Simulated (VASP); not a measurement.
# PdAu2 (Fd-3m) in VASP: relaxation of cell and atoms with PBE

Aim: the relaxation of cell and atoms of PdAu2 with PBE.

All numbers are computed with VASP 6.6.1; they aren't measurements. Logs are shortened: lines on timing, memory, paths and dates and some standing lists are left out, and cuts for length are marked.

### Step 1. The cell of the first run

It takes space group Fd-3m (No. 227, cubic). Conventional cell: a = 7.628 Å, b = 7.628 Å, c = 7.628 Å, α = 90.00°, β = 90.00°, γ = 90.00°. Pd (site symmetry -43m) has 12 Au at 3.16 Å and 4 Pd at 3.30 Å within 4.2 Å. Within 3.6 Å of Au (site symmetry -3m) lie 6 Au at 2.70 Å and 6 Pd at 3.16 Å.

### Step 2. Relaxation of cell and atoms, PBE

Contents of INCAR:

```
SYSTEM = PdAu2
PREC = Accurate ; ENCUT = 600
EDIFF = 1E-6 ; ISMEAR = 0
SIGMA = 0.1 ; LREAL = .False.
LASPH = .True. ; NELM = 100
ALGO = Fast ; ISIF = 3
LWAVE = .False. ; LCHARG = .False.
GGA = PE ; IBRION = 2
NSW = 100 ; EDIFFG = -0.01
```

Contents of KPOINTS:

```
Automatic mesh
0
Gamma
  8 8 8
  0 0 0
```

Contents of POSCAR:

```
PdAu2
1.0
    0.0000000000      3.8139994121      3.8139994121
    3.8139994121      0.0000000000      3.8139994121
    3.8139994121      3.8139994121      0.0000000000
Pd Au
2 4
Direct
    0.5000000000      0.5000000000      0.5000000000
    0.7500000000      0.7500000000      0.7500000000
    0.1250000000      0.1250000000      0.1250000000
    0.6250000000      0.1250000000      0.1250000000
    0.1250000000      0.1250000000      0.6250000000
    0.1250000000      0.6250000000      0.1250000000
```

Potentials or basis: VASP PAW PBE potentials, release 64 (Pd, Au).

Launch:

```
cat potpaw_PBE.64/Pd/POTCAR potpaw_PBE.64/Au/POTCAR > POTCAR
mpirun -np 1 vasp_std > vasp.out
```

OUTCAR:

```text
SYSTEM = PdAu2
   PREC = Accurate
   ENCUT = 600
   EDIFF = 1E-6
   ISMEAR = 0
   LREAL = .False.
   LASPH = .True.
   NELM = 100
   ISIF = 3
   GGA = PE
   IBRION = 2
   NSW = 100
   EDIFFG = -0.01

 ion  position               nearest neighbor table
   1  0.500  0.500  0.500-   6 3.16   4 3.16   3 3.16   5 3.16   5 3.16   5 3.16   3 3.16   4 3.16
                             6 3.16   4 3.16   3 3.16   6 3.16   2 3.30   2 3.30   2 3.30   2 3.30
   2  0.750  0.750  0.750-   5 3.16   3 3.16   4 3.16   6 3.16   4 3.16   6 3.16   3 3.16   6 3.16
                             5 3.16   3 3.16   5 3.16   4 3.16   1 3.30   1 3.30   1 3.30   1 3.30
   3  0.125  0.125  0.125-   4 2.70   5 2.70   6 2.70   5 2.70   6 2.70   4 2.70   1 3.16   2 3.16
                             1 3.16   2 3.16   1 3.16   2 3.16
   4  0.625  0.125  0.125-   3 2.70   5 2.70   6 2.70   3 2.70   5 2.70   6 2.70   2 3.16   1 3.16
                             2 3.16   1 3.16   1 3.16   2 3.16
   5  0.125  0.125  0.625-   3 2.70   3 2.70   4 2.70   6 2.70   6 2.70   4 2.70   1 3.16   2 3.16
                             1 3.16   2 3.16   1 3.16   2 3.16
   6  0.125  0.625  0.125-   3 2.70   5 2.70   3 2.70   4 2.70   5 2.70   4 2.70   1 3.16   2 3.16
                             2 3.16   1 3.16   1 3.16   2 3.16

  LATTYP: Found a face centered cubic cell.
 ALAT       =     7.6279988242

  Lattice vectors:

 A1 = (   0.0000000000,   3.8139994121,   3.8139994121)
 A2 = (   3.8139994121,   0.0000000000,   3.8139994121)
 A3 = (   3.8139994121,   3.8139994121,   0.0000000000)

Analysis of symmetry for initial positions (statically):
=====================================================================
 Subroutine PRICEL returns:
 Original cell was already a primitive cell.

 Routine SETGRP: Setting up the symmetry group for a
 face centered cubic supercell.

 Subroutine GETGRP returns: Found 48 space group operations
 (whereof 24 operations were pure point group operations)
 out of a pool of 48 trial point group operations.

The static configuration has the point symmetry T_d .
 The point group associated with its full space group is O_h .

Analysis of symmetry for dynamics (positions and initial velocities):
=====================================================================
 Subroutine PRICEL returns:
 Original cell was already a primitive cell.

 Routine SETGRP: Setting up the symmetry group for a
 face centered cubic supercell.

 Subroutine GETGRP returns: Found 48 space group operations
 (whereof 24 operations were pure point group operations)
 out of a pool of 48 trial point group operations.

The dynamic configuration has the point symmetry T_d .
 The point group associated with its full space group is O_h .

 Subroutine INISYM returns: Found 48 space group operations
 (whereof 24 operations are pure point group operations),
 and found     1 'primitive' translations

----------------------------------------------------------------------------------------

                                     Primitive cell

  volume of cell :     110.9614

  direct lattice vectors                    reciprocal lattice vectors
     0.000000000  3.813999412  3.813999412    -0.131095982  0.131095982  0.131095982
     3.813999412  0.000000000  3.813999412     0.131095982 -0.131095982  0.131095982
     3.813999412  3.813999412  0.000000000     0.131095982  0.131095982 -0.131095982

  length of vectors
     5.393809695  5.393809695  5.393809695     0.227064902  0.227064902  0.227064902

  position of ions in fractional coordinates (direct lattice)
     0.500000000  0.500000000  0.500000000
     0.750000000  0.750000000  0.750000000
     0.125000000  0.125000000  0.125000000
     0.625000000  0.125000000  0.125000000
     0.125000000  0.125000000  0.625000000
     0.125000000  0.625000000  0.125000000

  ion indices of the primitive-cell ions
   primitive index   ion index
                 1           1
                 2           2
                 3           3
                 4           4
                 5           5
                 6           6

----------------------------------------------------------------------------------------

 KPOINTS: Automatic mesh

Automatic generation of k-mesh.
 Grid dimensions read from file:
 generate k-points for:    8    8    8

 Generating k-lattice:

  Cartesian coordinates                     Fractional coordinates (reciprocal lattice)
    -0.016386998  0.016386998  0.016386998     0.125000000  0.000000000  0.000000000
     0.016386998 -0.016386998  0.016386998     0.000000000  0.125000000  0.000000000
     0.016386998  0.016386998 -0.016386998     0.000000000  0.000000000  0.125000000

  Length of vectors
     0.028383113  0.028383113  0.028383113

  Shift w.r.t. Gamma in fractional coordinates (k-lattice)
     0.000000000  0.000000000  0.000000000

 Subroutine IBZKPT returns following result:
 ===========================================

 Found     29 irreducible k-points:

 Following reciprocal coordinates:
            Coordinates               Weight
  0.000000  0.000000  0.000000      1.000000
  0.125000  0.000000  0.000000      8.000000
  0.250000  0.000000  0.000000      8.000000
  0.375000  0.000000  0.000000      8.000000
  0.500000  0.000000  0.000000      4.000000
  0.125000  0.125000  0.000000      6.000000
[... 16 lines left out ...]
  0.500000  0.250000  0.125000     48.000000
 -0.375000  0.250000  0.125000     24.000000
 [... further k-points ...]
   k-points           NKPTS =     29   k-points in BZ     NKDIM =     29   number of bands    NBANDS=     38
   number of dos      NEDOS =    301   number of ions     NIONS =      6
   total plane-waves  NPLWV = 110592
   dimension x,y,z NGX =    48 NGY =   48 NGZ =   48
   dimension x,y,z NGXF=    96 NGYF=   96 NGZF=   96
   ions per type =               2   4
   NGX,Y,Z   is equivalent  to a cutoff of  14.79, 14.79, 14.79 a.u.
   NGXF,Y,Z  is equivalent  to a cutoff of  29.59, 29.59, 29.59 a.u.
 SYSTEM =  PdAu2
   PREC   = accura    normal or accurate (medium, high low for compatibility)
   ISTART =      0    job   : 0-new  1-cont  2-samecut
   ICHARG =      2    charge: 1-file 2-atom 10-const
   ISPIN  =      1    spin polarized calculation?
   LNONCOLLINEAR =      F non collinear calculations
   LSORBIT =      F    spin-orbit coupling
   LASPH  =      T    aspherical Exc in radial PAW
   ENCUT  =  600.0 eV  44.10 Ry    6.64 a.u.  10.77 10.77 10.77*2*pi/ulx,y,z
   NELM   =    100;   NELMIN=  2; NELMDL= -5     # of ELM steps
   EDIFF  = 0.1E-05   stopping-criterion for ELM
   LREAL  =      F    real-space projection
   EDIFFG = -.1E-01   stopping-criterion for IOM
   NSW    =    100    number of steps for IOM
   IBRION =      2    ionic relax: 0-MD 1-quasi-New 2-CG
   NFREE  =      1    steps in history (QN), initial steepest desc. (CG)
   ISIF   =      3    stress and relaxation
   ISYM   =      2    0-nonsym 1-usesym 2-fastsym
   POTIM  = 0.5000    time-step for ionic-motion
   TEBEG  =    0.0;   TEEND  =   0.0 temperature during run
   PSTRESS=    0.0 pullay stress
   NELECT =      64.0000    total number of electrons
   NUPDOWN=      -1.0000    fix difference up-down
   EMIN   =  10.00;   EMAX   =-10.00  energy-range for DOS
   EFERMI =   0.00;   METHOD = LEGACY
   ISMEAR =     0;   SIGMA  =   0.10  broadening in eV -4-tet -1-fermi 0-gaus
   EFERMI_NEDOS =   21; number of points for ismear=-14 and -15
   IALGO  =     68    algorithm
   IMIX   =      4    mixing-type and parameters
     AMIX     =   0.40;   BMIX     =  1.00
     AMIX_MAG =   1.60;   BMIX_MAG =  1.00
  volume/ion in A,a.u.               =      18.49       124.80
  Fermi-wavevector in a.u.,A,eV,Ry     =   1.362733  2.575193 25.266591  1.857042
  Thomas-Fermi vector in A             =   2.489197
   LORBIT       =      0    0 simple, 1 ext, 2 COOP (PROOUT), +10 PAW based schemes
   GGA     = PE    functional components
   LHFCALC =     F    Hartree Fock is set to
   AEXX    =    0.0000 exact exchange contribution
   IVDW    =     0    specifies the selected vdW correction
   LEPSILON=     F    determine dielectric tensor
   LRPA    =     F    only Hartree local field effects (RPA)
 conjugate gradient relaxation of ions
 non-spin polarized calculation
 RMM-DIIS sequential band-by-band and
 Gauss-broadening in eV      SIGMA  =   0.10
  energy-cutoff  :      600.00
  volume of cell :      110.96
 maximum number of plane-waves:      3722
 NGX is ok and might be reduce to    48
   NGX = 21   NGY = 21   NGZ = 21

 number of electron      64.0000007 magnetization

 Free energy of the ion-electron system (eV)
  ---------------------------------------------------
  ext. energy  EPLUGINS =         0.00000000
  ---------------------------------------------------
  free energy    TOTEN  =       -22.27941191 eV

  energy without entropy =      -22.26729291  energy(sigma->0) =      -22.27335241

 E-fermi :   7.5215     XC(G=0): -12.0252

 val. band max:        7.4964588306   @ k =  -0.3750   0.2500   0.0000
 cond. band min:       7.5605012341   @ k =   0.2500   0.0000   0.0000
 fundamental gap:      0.0640424035
 Fermi energy:         7.5214939178

 k-point     1 :       0.0000    0.0000    0.0000
  band No.  band energies     occupation
      1      -1.5829      2.00000
      2       0.9028      2.00000
      3       1.0896      2.00000
      4       1.0896      2.00000
      5       1.0896      2.00000
      6       2.0656      2.00000
[... 30 lines left out ...]
     37      12.7672      0.00000
     38      13.2896      0.00000

 k-point     2 :       0.1250    0.0000    0.0000
  band No.  band energies     occupation
      1      -1.4517      2.00000
      2       1.0086      2.00000
      3       1.1261      2.00000
      4       1.1690      2.00000
      5       1.1690      2.00000
      6       2.1148      2.00000
[... 30 lines left out ...]
     37      13.0214      0.00000
     38      13.1691      0.00000

 k-point     3 :       0.2500    0.0000    0.0000
  band No.  band energies     occupation
      1      -1.0983      2.00000
      2       1.2348      2.00000
      3       1.3234      2.00000
      4       1.3667      2.00000
      5       1.3667      2.00000
      6       2.2719      2.00000
[... 30 lines left out ...]
     37      12.2200      0.00000
     38      12.7392      0.00000

 k-point     4 :       0.3750    0.0000    0.0000
  band No.  band energies     occupation
      1      -0.6780      2.00000
      2       1.4927      2.00000
      3       1.5590      2.00000
      4       1.5590      2.00000
      5       1.7519      2.00000
      6       2.3828      2.00000
[... 30 lines left out ...]
     37      11.7070      0.00000
     38      12.6070      0.00000
[... 703 lines left out ...]
      4       1.5998      2.00000
      5       1.6172      2.00000
      6       2.2337      2.00000
[... 30 lines left out ...]
     37      12.6557      0.00000
     38      13.4894      0.00000

 k-point    23 :       0.5000    0.2500    0.1250
  band No.  band energies     occupation
      1      -0.3297      2.00000
      2       1.3748      2.00000
      3       1.7549      2.00000
      4       1.8664      2.00000
      5       1.9895      2.00000
      6       2.3509      2.00000
[... 30 lines left out ...]
     37      12.5739      0.00000
     38      13.5731      0.00000

 k-point    24 :      -0.3750    0.2500    0.1250
  band No.  band energies     occupation
      1      -0.1024      2.00000
      2       1.5485      2.00000
      3       1.8898      2.00000
      4       1.9687      2.00000
      5       2.1354      2.00000
      6       2.2426      2.00000
[... 30 lines left out ...]
     37      13.0424      0.00000
     38      14.3762      0.00000

 [... further k-points ...]

------------------------ aborting loop because EDIFF is reached ----------------------------------------

  FORCE on cell =-STRESS in cart. coord.  units (eV):
  Direction    XX          YY          ZZ          XY          YZ          ZX
  --------------------------------------------------------------------------------------
  -------------------------------------------------------------------------------------
  Total        0.0104128      0.0104128      0.0104128     -0.0000000     -0.0000000     -0.0000000
  in kB        0.1503510      0.1503510      0.1503510     -0.0000000     -0.0000000     -0.0000000
  external PRESSURE =       0.1503510 kB  Pullay stress =       0.0000000 kB

 VOLUME and BASIS-vectors are now :
 -----------------------------------------------------------------------------
  energy-cutoff  :      600.00
  volume of cell :      110.96
      direct lattice vectors                 reciprocal lattice vectors
     0.000000000  3.813999412  3.813999412    -0.131095982  0.131095982  0.131095982
     3.813999412  0.000000000  3.813999412     0.131095982 -0.131095982  0.131095982
     3.813999412  3.813999412  0.000000000     0.131095982  0.131095982 -0.131095982

 POSITION                                       TOTAL-FORCE (eV/Angst)
 -----------------------------------------------------------------------------------
      3.81400      3.81400      3.81400        -0.000000     -0.000000     -0.000000
      5.72100      5.72100      5.72100         0.000000      0.000000      0.000000
      0.95350      0.95350      0.95350         0.000000     -0.000000      0.000000
      0.95350      2.86050      2.86050         0.000000     -0.000000      0.000000
      2.86050      2.86050      0.95350         0.000000     -0.000000      0.000000
      2.86050      0.95350      2.86050         0.000000     -0.000000      0.000000
 -----------------------------------------------------------------------------------
    total drift:                                0.000000      0.000000      0.000000

  FREE ENERGIE OF THE ION-ELECTRON SYSTEM (eV)
  ---------------------------------------------------
  free  energy   TOTEN  =       -22.2794119077 eV

  energy  without entropy=      -22.2672929076  energy(sigma->0) =      -22.27335241

 reached required accuracy - stopping structural energy minimisation
```

Wall time 4.8 min (1 thread of Intel Xeon 8259CL, shared host); peak memory 0.39 GiB.

Results:

```
Free energy             : -22.2794 eV
Pressure after relaxing : 0.0 GPa
Band gap on the k mesh  : zero (bands 32 and 33 overlap by 0.84 eV)
```

Final structure:
```cif
data_structure
_symmetry_space_group_name_H-M 'P 1'
_symmetry_Int_Tables_number 1
_cell_length_a 5.3938
_cell_length_b 5.3938
_cell_length_c 5.3938
_cell_angle_alpha 60.000
_cell_angle_beta 60.000
_cell_angle_gamma 60.000
_cell_volume 110.96
loop_
_atom_site_label
_atom_site_type_symbol
_atom_site_fract_x
_atom_site_fract_y
_atom_site_fract_z
_atom_site_occupancy
Pd1 Pd 0.50000 0.50000 0.50000 1
Pd2 Pd 0.75000 0.75000 0.75000 1
Au1 Au 0.12500 0.12500 0.12500 1
Au2 Au 0.62500 0.12500 0.12500 1
Au3 Au 0.12500 0.12500 0.62500 1
Au4 Au 0.12500 0.62500 0.12500 1
```

Levels at points of the mesh, in eV from the Fermi level:
| k point | band 30 | band 31 | band 32 | band 33 | band 34 | band 35 |
| --- | --- | --- | --- | --- | --- | --- |
| (0.00, 0.00, 0.00) | -0.56 | -0.56 | 0.35 | 2.80 | 2.80 | 2.80 |
| (0.50, 0.00, 0.00) | -0.77 | -0.52 | -0.52 | 0.98 | 2.62 | 2.62 |
| (0.50, 0.50, 0.00) | -0.69 | -0.64 | -0.64 | 1.16 | 1.16 | 1.82 |

Caveat: the relaxation stopped at its first step, so nothing moved; spin-orbit coupling is left out, which moves the levels of the heavy elements.
